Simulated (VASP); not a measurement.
# TaN (P-6m2) in VASP: further runs

TaN is run at these levels: r2SCAN; tasks: single point, relaxation of cell and atoms.

Program: VASP 6.6.1. These are calculated values, not measurements. Logs are shortened: lines on timing, memory, paths and dates and some standing lists are left out, and cuts for length are marked.

**1. The cell of the first run**

It takes space group P-6m2 (No. 187, hexagonal). The conventional cell has a = 2.936 Å, b = 2.936 Å, c = 2.885 Å, α = 90.00°, β = 90.00°, γ = 120.00°. Within 2.9 Å of Ta (site symmetry -6m2) lie 6 N at 2.23 Å and 2 Ta at 2.88 Å. N (site symmetry -6m2) has 6 Ta at 2.23 Å and 2 N at 2.88 Å within 2.9 Å.

**2. Single point, r2SCAN**

Contents of POSCAR:

```
TaN
1.0
    2.9361543272      0.0000000000      0.0000000000
   -1.4680771636      2.5427842368      0.0000000000
    0.0000000000      0.0000000000      2.8846185528
Ta N
1 1
Direct
    0.3333333333      0.6666666667      0.5000000000
    0.0000000000      0.0000000000      0.0000000000
```

Contents of INCAR.step1:

```
SYSTEM = TaN
PREC     = Accurate       ! precision mode
ENCUT    = 520            ! plane-wave cutoff, eV
ISMEAR   = 0              ! smearing method
SIGMA    = 0.1            ! smearing width, eV
LREAL    = .FALSE.        ! projectors in reciprocal space
LASPH    = .TRUE.         ! aspherical terms in the spheres
NELM     = 100            ! most SCF steps
NBANDS   = 15             ! bands
GGA      = PE             ! functional
ALGO     = Normal         ! electronic algorithm
EDIFF    = 1E-4           ! SCF threshold, eV
LWAVE    = .TRUE.         ! write WAVECAR
LCHARG   = .FALSE.        ! write CHGCAR
```

Contents of INCAR.step2:

```
SYSTEM = TaN
PREC     = Accurate       ! precision mode
ENCUT    = 520            ! plane-wave cutoff, eV
EDIFF    = 1E-6           ! SCF threshold, eV
ISMEAR   = 0              ! smearing method
SIGMA    = 0.1            ! smearing width, eV
LREAL    = .FALSE.        ! projectors in reciprocal space
LASPH    = .TRUE.         ! aspherical terms in the spheres
NELM     = 100            ! most SCF steps
ALGO     = Normal         ! electronic algorithm
ISIF     = 2              ! what is computed and relaxed
LWAVE    = .FALSE.        ! write WAVECAR
LCHARG   = .FALSE.        ! write CHGCAR
METAGGA  = R2SCAN         ! meta-GGA
LMIXTAU  = .TRUE.       
NBANDS   = 15             ! bands
ISTART   = 1
```

Contents of KPOINTS:

```
regular mesh
0
G
  18 18 14
  0 0 0
```

Potentials or basis: VASP PAW PBE potentials, release 64 (Ta_pv, N).

Run with:

```console
cat potpaw_PBE.64/Ta_pv/POTCAR potpaw_PBE.64/N/POTCAR > POTCAR
cp INCAR.step1 INCAR
mpirun -np 1 vasp_std > vasp.out
cp INCAR.step2 INCAR
mpirun -np 1 vasp_std > vasp.out
```

OUTCAR:

```text
SYSTEM = TaN
   PREC = Accurate
   ENCUT = 520
   EDIFF = 1E-6
   ISMEAR = 0
   LREAL = .FALSE.
   LASPH = .TRUE.
   NELM = 100
   ISIF = 2
   METAGGA = R2SCAN
   ISTART = 1

 ion  position               nearest neighbor table
   1  0.333  0.667  0.500-   2 2.23   2 2.23   2 2.23   2 2.23   2 2.23   2 2.23
   2  0.000  0.000  0.000-   1 2.23   1 2.23   1 2.23   1 2.23   1 2.23   1 2.23

  LATTYP: Found a hexagonal cell.
 ALAT       =     2.9361543272
 C/A-ratio  =     0.9824478659

  Lattice vectors:

 A1 = (   2.9361543272,   0.0000000000,   0.0000000000)
 A2 = (  -1.4680771636,   2.5427842368,   0.0000000000)
 A3 = (   0.0000000000,   0.0000000000,   2.8846185528)

Analysis of symmetry for initial positions (statically):
=====================================================================
 Subroutine PRICEL returns:
 Original cell was already a primitive cell.

 Routine SETGRP: Setting up the symmetry group for a
 hexagonal supercell.

 Subroutine GETGRP returns: Found 12 space group operations
 (whereof 12 operations were pure point group operations)
 out of a pool of 24 trial point group operations.

The static configuration has the point symmetry D_3h.

Analysis of symmetry for dynamics (positions and initial velocities):
=====================================================================
 Subroutine PRICEL returns:
 Original cell was already a primitive cell.

 Routine SETGRP: Setting up the symmetry group for a
 hexagonal supercell.

 Subroutine GETGRP returns: Found 12 space group operations
 (whereof 12 operations were pure point group operations)
 out of a pool of 24 trial point group operations.

The dynamic configuration has the point symmetry D_3h.

 Subroutine INISYM returns: Found 12 space group operations
 (whereof 12 operations are pure point group operations),
 and found     1 'primitive' translations

----------------------------------------------------------------------------------------

                                     Primitive cell

  volume of cell :      21.5366

  direct lattice vectors                    reciprocal lattice vectors
     2.936154327  0.000000000  0.000000000     0.340581553  0.196634851  0.000000000
    -1.468077164  2.542784237  0.000000000     0.000000000  0.393269702  0.000000000
     0.000000000  0.000000000  2.884618553     0.000000000  0.000000000  0.346666286

  length of vectors
     2.936154327  2.936154327  2.884618553     0.393269702  0.393269702  0.346666286

  position of ions in fractional coordinates (direct lattice)
     0.333333333  0.666666667  0.500000000
     0.000000000  0.000000000  0.000000000

  ion indices of the primitive-cell ions
   primitive index   ion index
                 1           1
                 2           2

----------------------------------------------------------------------------------------

 KPOINTS: regular mesh

Automatic generation of k-mesh.
 Grid dimensions read from file:
 generate k-points for:   18   18   14

 Generating k-lattice:

  Cartesian coordinates                     Fractional coordinates (reciprocal lattice)
     0.018921197  0.010924158  0.000000000     0.055555556  0.000000000  0.000000000
     0.000000000  0.021848317  0.000000000     0.000000000  0.055555556  0.000000000
     0.000000000  0.000000000  0.024761878     0.000000000  0.000000000  0.071428571

  Length of vectors
     0.021848317  0.021848317  0.024761878

  Shift w.r.t. Gamma in fractional coordinates (k-lattice)
     0.000000000  0.000000000  0.000000000

 Subroutine IBZKPT returns following result:
 ===========================================

 Found    296 irreducible k-points:

 Following reciprocal coordinates:
            Coordinates               Weight
  0.000000  0.000000  0.000000      1.000000
  0.055556  0.000000  0.000000      6.000000
  0.111111  0.000000  0.000000      6.000000
  0.166667  0.000000  0.000000      6.000000
  0.222222  0.000000  0.000000      6.000000
  0.277778  0.000000  0.000000      6.000000
[... 16 lines left out ...]
  0.333333  0.111111  0.000000     12.000000
  0.388889  0.111111  0.000000     12.000000
 [... further k-points ...]
   k-points           NKPTS =    296   k-points in BZ     NKDIM =    296   number of bands    NBANDS=     15
   number of dos      NEDOS =    301   number of ions     NIONS =      2
   total plane-waves  NPLWV =  13824
   dimension x,y,z NGX =    24 NGY =   24 NGZ =   24
   dimension x,y,z NGXF=    48 NGYF=   48 NGZF=   48
   ions per type =               1   1
   NGX,Y,Z   is equivalent  to a cutoff of  13.59, 13.59, 13.83 a.u.
   NGXF,Y,Z  is equivalent  to a cutoff of  27.18, 27.18, 27.66 a.u.
 SYSTEM =  TaN
   PREC   = accura    normal or accurate (medium, high low for compatibility)
   ISTART =      1    job   : 0-new  1-cont  2-samecut
   ICHARG =      0    charge: 1-file 2-atom 10-const
   ISPIN  =      1    spin polarized calculation?
   LNONCOLLINEAR =      F non collinear calculations
[... 33 lines left out ...]
   LEPSILON=     F    determine dielectric tensor
   LRPA    =     F    only Hartree local field effects (RPA)
 non-spin polarized calculation
 Gauss-broadening in eV      SIGMA  =   0.10
  energy-cutoff  :      520.00
  volume of cell :       21.54
 maximum number of plane-waves:       605
 NGX is ok and might be reduce to    24
   NGX = 11   NGY = 11   NGZ = 11

 number of electron      16.0000001 magnetization

 Free energy of the ion-electron system (eV)
  ---------------------------------------------------
  ext. energy  EPLUGINS =         0.00000000
  ---------------------------------------------------
  free energy    TOTEN  =       -60.39552834 eV

  energy without entropy =      -60.39528139  energy(sigma->0) =      -60.39540487

 E-fermi :   8.2230     XC(G=0): -14.3525

 val. band max:        8.1919710906   @ k =   0.0000   0.0000   0.4286
 cond. band min:       8.2524101862   @ k =   0.0556   0.0000   0.5000
 fundamental gap:      0.0604390956
 Fermi energy:         8.2229506165

 k-point     1 :       0.0000    0.0000    0.0000
  band No.  band energies     occupation
      1     -27.9165      2.00000
      2     -27.6519      2.00000
      3     -27.6519      2.00000
      4     -10.5873      2.00000
      5       3.4028      2.00000
      6       3.4028      2.00000
      7       3.8236      2.00000
      8       5.0713      2.00000
      9      10.7282      0.00000
     10      11.9758      0.00000
     11      11.9758      0.00000
     12      12.4559      0.00000
     13      12.4559      0.00000
     14      18.8333      0.00000
     15      22.2605      0.00000

 k-point     2 :       0.0556    0.0000    0.0000
  band No.  band energies     occupation
      1     -27.9120      2.00000
      2     -27.6872      2.00000
      3     -27.6593      2.00000
      4     -10.5222      2.00000
      5       3.1996      2.00000
      6       3.4531      2.00000
      7       3.9168      2.00000
      8       4.9758      2.00000
      9      10.9784      0.00000
     10      11.8359      0.00000
     11      11.9851      0.00000
     12      12.4217      0.00000
     13      12.5476      0.00000
     14      18.8333      0.00000
     15      22.2393      0.00000

 k-point     3 :       0.1111    0.0000    0.0000
  band No.  band energies     occupation
      1     -27.8993      2.00000
      2     -27.7877      2.00000
      3     -27.6807      2.00000
      4     -10.3344      2.00000
      5       2.6989      2.00000
      6       3.5960      2.00000
      7       4.1545      2.00000
      8       4.7157      2.00000
      9      11.3877      0.00000
     10      11.7189      0.00000
     11      12.0221      0.00000
     12      12.3246      0.00000
     13      12.7882      0.00000
     14      18.8334      0.00000
     15      22.1873      0.00000
[... 343 lines left out ...]
 k-point    23 :       0.3333    0.1111    0.0000
  band No.  band energies     occupation
      1     -28.5858      2.00000
      2     -27.9406      2.00000
      3     -27.7803      2.00000
      4      -8.4972      2.00000
      5       0.0137      2.00000
      6       2.9568      2.00000
      7       3.8693      2.00000
      8       5.7405      2.00000
      9      10.7270      0.00000
     10      10.8769      0.00000
     11      13.2517      0.00000
     12      14.5268      0.00000
     13      16.4016      0.00000
     14      18.8314      0.00000
     15      22.1599      0.00000

 k-point    24 :       0.3889    0.1111    0.0000
  band No.  band energies     occupation
      1     -28.6609      2.00000
      2     -27.9675      2.00000
      3     -27.7681      2.00000
      4      -8.2923      2.00000
      5      -0.1788      2.00000
      6       2.8161      2.00000
      7       3.7510      2.00000
      8       5.7972      2.00000
      9      10.7369      0.00000
     10      11.4052      0.00000
     11      12.9775      0.00000
     12      14.6130      0.00000
     13      17.2877      0.00000
     14      18.8281      0.00000
     15      21.1463      0.00000

 [... further k-points ...]

------------------------ aborting loop because EDIFF is reached ----------------------------------------

  FORCE on cell =-STRESS in cart. coord.  units (eV):
  Direction    XX          YY          ZZ          XY          YZ          ZX
  --------------------------------------------------------------------------------------
  -------------------------------------------------------------------------------------
  Total        0.2054000      0.2054000      0.2354179      0.0000000     -0.0000000      0.0000000
  in kB       15.2803834     15.2803834     17.5135141      0.0000000     -0.0000000      0.0000000
  external PRESSURE =      16.0247603 kB  Pullay stress =       0.0000000 kB

 VOLUME and BASIS-vectors are now :
 -----------------------------------------------------------------------------
  energy-cutoff  :      520.00
  volume of cell :       21.54
      direct lattice vectors                 reciprocal lattice vectors
     2.936154327  0.000000000  0.000000000     0.340581553  0.196634851  0.000000000
    -1.468077164  2.542784237  0.000000000     0.000000000  0.393269702  0.000000000
     0.000000000  0.000000000  2.884618553     0.000000000  0.000000000  0.346666286

 POSITION                                       TOTAL-FORCE (eV/Angst)
 -----------------------------------------------------------------------------------
     -0.00000      1.69519      1.44231         0.000000      0.000000      0.000000
      0.00000      0.00000      0.00000        -0.000000     -0.000000      0.000000
 -----------------------------------------------------------------------------------
    total drift:                                0.000001     -0.000000     -0.000000

  FREE ENERGIE OF THE ION-ELECTRON SYSTEM (eV)
  ---------------------------------------------------
  free  energy   TOTEN  =       -60.3955283437 eV

  energy  without entropy=      -60.3952813889  energy(sigma->0) =      -60.39540487
```

Wall time 2.3 min (1 thread of Intel Xeon 6975P-C (Granite Rapids), shared host); peak memory 0.22 GiB.

What came out:

```
Free energy            : -60.3955 eV
Pressure               : 1.6 GPa
Band gap on the k mesh : zero (band 8 reaches 8.39 eV, above the bottom of band 9 at 8.14 eV)
```

Stress tensor (GPa, compression positive):
```
1.53 0.00 0.00
0.00 1.53 0.00
0.00 0.00 1.75
```

Levels at points of the mesh, in eV from the Fermi level:
```
           k point  band 6  band 7  band 8  band 9  band 10  band 11
(0.00, 0.00, 0.00)   -4.82   -4.40   -3.15    2.51     3.75     3.75
(0.50, 0.00, 0.00)   -5.47   -3.61   -3.40    3.22     4.17     5.47
(0.00, 0.00, 0.50)   -3.96   -3.96   -0.08   -0.08     2.37     3.63
(0.50, 0.00, 0.50)   -6.46   -5.94   -0.52    4.48     5.50     6.11
```

Caveat: the PAW data sets were made with another functional, which shifts forces and pressure a little; spin-orbit coupling is left out, which moves the levels of the heavy elements.

**3. Relaxation of cell and atoms, r2SCAN, target pressure 10 GPa, at which the enthalpy is minimised**

This run uses another cell than the first one, of 10.49 Å³/atom, 0.974 times its volume.

Contents of POSCAR:

```
TaN
1.0
    2.9094650139      0.0000000000      0.0000000000
   -1.4547325069      2.5196706134      0.0000000000
    0.0000000000      0.0000000000      2.8606657655
Ta N
1 1
Direct
    0.3333333333      0.6666666667      0.5000000000
    0.0000000000      0.0000000000      0.0000000000
```

Contents of INCAR.step1:

```
PREC = Accurate ; ENCUT = 600
ISMEAR = 0 ; SIGMA = 0.1
LREAL = False ; LASPH = True
NELM = 100 ; GGA = PE
ALGO = Normal ; EDIFF = 1E-4
LWAVE = True ; LCHARG = False
```

Contents of INCAR.step2:

```
PREC = Accurate ; ENCUT = 600
EDIFF = 1E-6 ; ISMEAR = 0
SIGMA = 0.1 ; LREAL = False
LASPH = True ; NELM = 100
ALGO = Normal ; ISIF = 3
LWAVE = False ; LCHARG = False
METAGGA = R2SCAN ; LMIXTAU = True
IBRION = 2 ; NSW = 70
EDIFFG = -0.008 ; PSTRESS = 100.0
ISTART = 1
```

Contents of KPOINTS:

```
regular mesh
0
Gamma
  18 18 14
```

Potentials or basis: VASP PAW PBE potentials, release 64 (Ta_pv, N).

Run with:

```console
cat potpaw_PBE.64/Ta_pv/POTCAR potpaw_PBE.64/N/POTCAR > POTCAR
cp INCAR.step1 INCAR
mpirun -np 1 vasp_std > vasp.out
cp INCAR.step2 INCAR
mpirun -np 1 vasp_std > vasp.out
```

Run time: 5 min. Hardware: 1 thread of Intel Xeon 6975P-C, shared host; peak memory 0.24 GiB.

The run converged. Its results:

```yaml
Free_energy: -60.3791 eV
Relaxed_volume: 10.54 Å³/atom
Relaxed_cell: a = 2.914 Å, b = 2.914 Å, c = 2.867 Å, α = 90.00°, β = 90.00°, γ = 120.00°
Space_group_after_relaxing_to_0.05_Å: P-6m2 (No. 187)
Energy_change_on_relaxing_the_enthalpy_is_what_falls: -3.5 meV/atom
Ionic_steps: 3
Pressure_after_relaxing: 10.0 GPa
Band_gap_on_the_k_mesh: zero (band 8 reaches 8.62 eV, above the bottom of band 9 at 8.36 eV)
```

Stress tensor (GPa, compression positive):
```
 9.94  0.00  0.00
 0.00  9.94  0.00
 0.00  0.00 10.07
```

Step by step:
```
step  energy change (eV)  largest force (eV/Å)  pressure (GPa)  volume (Å³)
   1              0.0000                0.0000           11.96        20.97
   2             -0.0200                0.0000            4.56        21.36
   3             -0.0070                0.0000            9.98        21.07
```

Final structure:
```
CELL_PARAMETERS angstrom
2.91352 0.00000 0.00000
-1.45676 2.52319 0.00000
0.00000 0.00000 2.86650
ATOMIC_POSITIONS crystal
Ta 0.33333 0.66667 0.50000
N 0.00000 0.00000 0.00000
```

Levels at points of the mesh, in eV from the Fermi level:
```csv
k point,band 6,band 7,band 8,band 9,band 10,band 11
"(0.00, 0.00, 0.00)",-4.91,-4.50,-3.19,2.69,3.85,3.85
"(0.50, 0.00, 0.00)",-5.59,-3.70,-3.43,3.30,4.32,5.65
"(0.00, 0.00, 0.50)",-4.03,-4.03,-0.09,-0.09,2.42,3.71
"(0.50, 0.00, 0.50)",-6.55,-6.06,-0.47,4.64,5.68,6.30
```

Caveat: the cell is relaxed towards a set pressure, so the enthalpy falls and the energy may rise; the PAW data sets were made with another functional, which shifts forces and pressure a little; spin-orbit coupling is left out, which moves the levels of the heavy elements. Zero-point motion and thermal expansion aren't in these numbers.

**4. Single point, r2SCAN**

Contents of POSCAR:

```
TaN
1.0
    2.9361543272      0.0000000000      0.0000000000
   -1.4680771636      2.5427842368      0.0000000000
    0.0000000000      0.0000000000      2.8846185526
Ta N
1 1
Direct
    0.3333333333      0.6666666667      0.5000000000
    0.0000000000      0.0000000000      0.0000000000
```

Contents of INCAR.step1:

```
ALGO     = Normal         # electronic algorithm
EDIFF    = 1E-4           # SCF threshold, eV
ENCUT    = 520            # plane-wave cutoff, eV
GGA      = PE             # functional
ISMEAR   = 0              # smearing method
LASPH    = T              # aspherical terms in the spheres
LCHARG   = F              # write CHGCAR
LREAL    = F              # projectors in reciprocal space
LWAVE    = T              # write WAVECAR
NBANDS   = 15             # bands
NELM     = 100            # most SCF steps
PREC     = Accurate       # precision mode
SIGMA    = 0.15           # smearing width, eV
```

Contents of INCAR.step2:

```
ALGO     = Normal         # electronic algorithm
EDIFF    = 1E-6           # SCF threshold, eV
ENCUT    = 520            # plane-wave cutoff, eV
ISIF     = 2              # what is computed and relaxed
ISMEAR   = 0              # smearing method
ISTART   = 1            
LASPH    = T              # aspherical terms in the spheres
LCHARG   = F              # write CHGCAR
LMIXTAU  = T            
LREAL    = F              # projectors in reciprocal space
LWAVE    = F              # write WAVECAR
METAGGA  = R2SCAN         # meta-GGA
NBANDS   = 15             # bands
NELM     = 100            # most SCF steps
PREC     = Accurate       # precision mode
SIGMA    = 0.15           # smearing width, eV
```

Contents of KPOINTS:

```
k-points
0
Gamma
  12 12 12
```

Run with:

```console
cat potpaw_PBE.64/Ta_pv/POTCAR potpaw_PBE.64/N/POTCAR > POTCAR
cp INCAR.step1 INCAR
mpirun -np 1 vasp_std > vasp.out
cp INCAR.step2 INCAR
mpirun -np 1 vasp_std > vasp.out
```

Wall time 68 s (1 thread of Intel Xeon Platinum 8488C (Sapphire Rapids), shared host); peak memory 0.17 GiB.

The run converged. Its results:

```yaml
Free_energy: -60.3961 eV
Pressure: 1.6 GPa
Band_gap_on_the_k_mesh: zero (band 8 reaches 8.51 eV, above the bottom of band 9 at 8.14 eV)
```

Stress tensor (GPa, compression positive):
```
1.51 0.00 0.00
0.00 1.51 0.00
0.00 0.00 1.78
```

Levels at points of the mesh, in eV from the Fermi level:
```
           k point  band 4  band 5  band 6  band 7  band 8  band 9  band 10  band 11  band 12  band 13
(0.00, 0.00, 0.00)  -18.85   -4.86   -4.86   -4.44   -3.19    2.46     3.71     3.71     4.19     4.19
(0.50, 0.00, 0.00)  -16.57   -8.66   -5.51   -3.65   -3.45    3.17     4.13     5.42     5.50     7.86
(0.00, 0.00, 0.50)  -16.22   -9.77   -4.01   -4.01   -0.13   -0.13     2.33     3.59     3.59     8.86
(0.50, 0.00, 0.50)  -16.89   -7.68   -6.51   -5.98   -0.56    4.43     5.45     6.06     7.44    10.51
```

Caveat: the PAW data sets were made with another functional, which shifts forces and pressure a little; spin-orbit coupling is left out, which moves the levels of the heavy elements.

**5. The runs side by side**

| task | cell | k mesh | cutoff (eV) | smearing | gap on the mesh (eV) | pressure (GPa) |
| --- | --- | --- | --- | --- | --- | --- |
| single point | a = 2.936, b = 2.936, c = 2.885 Å, angles 90.0, 90.0, 120.0°, 2 atoms | 18 × 18 × 14 | 520 | gaussian 0.1 eV | none | 1.6 |
| relaxation of cell and atoms | relaxed to 10 GPa from a = 2.909, b = 2.909, c = 2.861 Å, angles 90.0, 90.0, 120.0°, 2 atoms | 18 × 18 × 14 | 600 | gaussian 0.1 eV | none | 10.0 |
| single point | a = 2.936, b = 2.936, c = 2.885 Å, angles 90.0, 90.0, 120.0°, 2 atoms | 12 × 12 × 12 | 520 | gaussian 0.15 eV | none | 1.6 |

Alike in all rows: level r2SCAN; potentials or basis VASP PAW PBE potentials, release 64 (Ta_pv, N); no spin polarisation.

Caveats: the PAW data sets were made with another functional, which shifts forces and pressure a little; spin-orbit coupling is left out, which moves the levels of the heavy elements; the cell is relaxed towards a set pressure, so the enthalpy falls and the energy may rise (some runs).

Total energies depend on the potentials used, so only differences within one code and one set of settings carry meaning.
